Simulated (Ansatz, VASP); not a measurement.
# Two plane-wave programs on Al

```
CELL_PARAMETERS angstrom
-1.51166 1.51166 1.63100
1.51166 -1.51166 1.63100
1.51166 1.51166 -1.63100
ATOMIC_POSITIONS crystal
Al 0.00000 0.00000 0.00000
```

Change from the starting cell: strain -0.050 along x and y, +0.025 along z, atoms carried along.

Alike in both runs: task single point; functional r2SCAN; k mesh 20 × 20 × 20; occupations gaussian, width 0.15 eV; no spin polarisation.

|  | VASP | Ansatz |
| --- | --- | --- |
| version | VASP 6.6.1 | Ansatz 0.2.0 |
| potentials or method | VASP PAW PBE potentials, release 64 (Al), cutoff 520 eV | scalar-relativistic, plane waves, PAW |
| valence electrons in the cell | 3 | 3 |

```tsv
	VASP	Ansatz	Ansatz less VASP
gap on the k mesh at the Fermi level (eV)	none	none	-
pressure (GPa)	7.8	8.2	+0.38
traceless stress, the component that is largest in VASP (GPa)	2.94	2.94	0.000
```

VASP's potentials were made for PBE, not for r2SCAN. A gap of «none» marks a metal or a gap that the smearing closes.
